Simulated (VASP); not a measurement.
Write the native input for VASP 6.6.1 that does the following.

```yaml
Task: single point
Functional: PBEsol
Potentials_or_basis: VASP PAW PBE potentials, release 64 (Sr_sv, O)
Cutoff: 520 eV
k_mesh: 6 × 6 × 6
Occupations: gaussian, width 0.05 eV
Spin: no spin polarisation
Dipole_correction: no
Further_INCAR_settings: ALGO = Normal; EDIFF = 1e-06; NBANDS = 24
```

The structure of SrO lies in POSCAR:

```
SrO
1.0
    4.2754662656      0.0000000000      0.0000000000
   -2.1377331328      3.7026623990      0.0000000000
    0.0000000000      0.0000000000      4.7431473908
Sr O
2 2
Direct
    0.3333333333      0.6666666667      0.9381277000
    0.6666666667      0.3333333333      0.4381277000
    0.3333333333      0.6666666667      0.4368723000
    0.6666666667      0.3333333333      0.9368723000
```

This cell differs from its parent crystal: strain +0.000 along x and y, -0.080 along z.

One way to write it, as run:

INCAR

```
  PREC = Accurate
  ENCUT = 520
  EDIFF = 1E-6
  ISMEAR = 0
  SIGMA = 0.05
  LREAL = False
  LASPH = True
  NELM = 80
  ALGO = Normal
  ISIF = 2
  LWAVE = False
  LCHARG = True
  GGA = PS
  LELF = True
  LVHAR = True
  NBANDS = 24
```

KPOINTS

```
regular mesh
0
Gamma
  6 6 6
```

Potentials or basis: VASP PAW PBE potentials, release 64 (Sr_sv, O).

Run with:

```console
$ cat potpaw_PBE.64/Sr_sv/POTCAR potpaw_PBE.64/O/POTCAR > POTCAR
$ mpirun -np 1 vasp_std > vasp.out
```

Results of the run:

```
Pressure               : 7.7 GPa
Largest force          : 0.048 eV/Å
Band gap on the k mesh : 2.27 eV
```

Caveat: the cell differs from its parent crystal (strain +0.000 along x and y, -0.080 along z); the cell stands under pressure; the PAW data sets were made with another functional, which shifts forces and pressure a little.

It took 100 s on 1 thread of Intel Xeon 8259CL, with other jobs on the host, peak memory 0.2 GiB.
